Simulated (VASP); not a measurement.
CsTl:

```xyz
4
Lattice="4.9082 0.0000 0.0000 -2.4541 4.2506 0.0000 0.0000 0.0000 7.8603" Properties=species:S:1:pos:R:3 pbc="T T T"
Cs    0.0000    2.8337    0.0000
Cs    2.4541    1.4169    3.9301
Tl    0.0000    2.8337    3.0034
Tl    2.4541    1.4169    6.9336
```

- Program: VASP 6.6.1
- Task: relaxation of cell and atoms
- Functional: PBE
- Potentials or basis: VASP PAW PBE potentials, release 64 (Cs_sv, Tl_d)
- Cutoff: 600 eV
- k mesh: 6 × 6 × 2
- Occupations: gaussian, width 0.1 eV
- Spin: no spin polarisation

At the start: pressure 13.6 GPa; volume 41.00 Å³/atom.

**Question.** Where does the relaxation end?

**Answer.** Over 5 steps the energy falls by 913.3 meV/atom and the volume is 83.93 Å³/atom (+104.7 %); space group P6_3mc (No. 186, to 0.1 Å) before and after.

Step by step:
```
step  energy change (eV)  largest force (eV/Å)  pressure (GPa)  volume (Å³)
   1              0.0000                0.0511           13.61       163.99
   2             -3.3607                0.0208            1.57       261.28
   3             -3.5501                0.0282            0.80       287.42
   4             -3.6491                0.0264           -0.12       344.81
   5             -3.6531                0.0271           -0.02       335.72
```

Final structure:
```yaml
crystal:
  lattice:
    - [6.24353, 0.00000, 0.00000]
    - [-3.12176, 5.40705, 0.00000]
    - [0.00000, 0.00000, 9.94463]
  atoms:
    - { symbol: Cs, position: [0.33333, 0.66667, 0.00047] }
    - { symbol: Cs, position: [0.66667, 0.33333, 0.50047] }
    - { symbol: Tl, position: [0.33333, 0.66667, 0.38163] }
    - { symbol: Tl, position: [0.66667, 0.33333, 0.88163] }
```

Caveat: the k points lie up to 0.32 Å⁻¹ apart in the final cell; the volume moved by over 15 % at a fixed basis, so the end points are rough.
